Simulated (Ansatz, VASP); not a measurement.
# InGa3P4 in VASP and in Ansatz

```xyz
8
Lattice="5.5540 0.0000 0.0000 0.0000 -5.5540 0.0000 0.0000 0.0000 -5.5540" Properties=species:S:1:pos:R:3 pbc="T T T"
In    0.0000   -2.7770   -2.7770
Ga    2.7770    0.0000   -2.7770
Ga    2.7770   -2.7770    0.0000
Ga    0.0000    0.0000    0.0000
P     1.4459   -1.3311   -1.3311
P     4.1081   -4.2230   -1.3311
P     4.1081   -1.3311   -4.2230
P     1.4459   -4.2230   -4.2230
```

Alike in both runs: functional PBEsol; k mesh 4 × 4 × 4; occupations gaussian, width 0.1 eV; no spin polarisation.

Ansatz relaxed the structure, and its values are those at the end. VASP's run is a single point on that final structure, the one shown.

|  | VASP | Ansatz |
| --- | --- | --- |
| version | VASP 6.6.1 | Ansatz 0.2.0 |
| potentials or method | VASP PAW PBE potentials, release 64 (In_d, Ga_d, P), cutoff 520 eV | scalar-relativistic, plane waves, PAW |
| valence electrons in the cell | 72 | 72 |

```csv
,VASP,Ansatz,Ansatz less VASP
gap on the k mesh at the Fermi level (eV),1.15,1.15,-0.002
least direct gap on the mesh (eV),1.15,1.15,-0.002
pressure (GPa),-0.3,-0.2,+0.04
rms of the force components (eV/Å),0.009,0.011,+0.0013
```

VASP's potentials were made for PBE, not for PBEsol. The functional is the same, so the differences come from potentials, cutoffs and numerics.
